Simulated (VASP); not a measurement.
## BaTiO3: single point with PBE+U

BaTiO3:

```
Ba Ti O
1.0
     4.00822    0.00000    0.00000
     0.00000    2.87328    2.88592
     0.00000   -2.87328    2.88592
Ba Ti O
1 1 3
Direct
  0.00000 0.00808 0.00808
  0.50000 0.51971 0.51971
  0.00000 0.49163 0.49163
  0.50000 0.49381 0.98300
  0.50000 0.98300 0.49381
```

```
Program                : VASP 6.6.1
Task                   : single point
Functional             : PBE
Potentials or basis    : VASP PAW PBE potentials, release 64 (Ba_sv, Ti_sv, O)
Cutoff                 : 520 eV
k mesh                 : 8 × 8 × 8
Occupations            : gaussian, width 0.02 eV
Spin                   : no spin polarisation
Hubbard terms          : Ti d U = 4.0 eV
Dipole correction      : no
Further INCAR settings : ALGO = Normal; EDIFF = 1e-06; NBANDS = 28
```

```yaml
Pressure: 3.5 GPa
Largest_force: 0.586 eV/Å
Band_gap_on_the_k_mesh: 2.49 eV (least direct gap 2.92 eV)
```

Forces on the atoms (eV/Å):
```
Ba   0.000  0.000 -0.045
Ti   0.000  0.000 -0.586
O    0.000  0.000  0.012
O    0.000 -0.306  0.309
O    0.000  0.306  0.309
```

Stress tensor (GPa, compression positive):
```
3.28 0.00 0.00
0.00 3.78 0.00
0.00 0.00 3.41
```

Levels at points of the mesh, in eV from the valence-band top:
```tsv
k point	band 17	band 18	band 19	band 20	band 21	band 22	band 23	band 24
(0.00, 0.00, 0.00)	-1.09	-0.47	-0.46	-0.42	2.49	2.62	2.68	4.11
(0.50, 0.00, 0.00)	-1.63	-1.53	-1.11	-1.04	2.81	3.92	4.06	4.07
(0.00, 0.50, 0.00)	-1.75	-1.64	-0.94	-0.83	2.70	3.95	3.96	4.10
(0.50, 0.50, 0.00)	-1.86	-0.96	-0.93	-0.08	3.99	4.02	4.37	4.57
(0.00, 0.50, 0.50)	-1.80	-0.95	-0.89	-0.22	3.97	4.00	4.29	4.82
(0.50, 0.50, 0.50)	-2.32	-0.15	-0.02	0.00	4.51	4.52	4.62	6.28
```

Eigenvalues of the final occupation matrices:
```tsv
site	spin	trace	eigenvalues
site 2 d	1	0.81	0.11 0.11 0.11 0.24 0.24
site 2 d	2	0.81	0.11 0.11 0.11 0.24 0.24
```

It took 4.1 min on 1 thread of Intel Xeon 8259CL, on a shared host, peak memory 0.31 GiB.

Caveat: the cell stands under pressure; spin-orbit coupling is left out, which moves the levels of the heavy elements. A k mesh can miss the band edges.
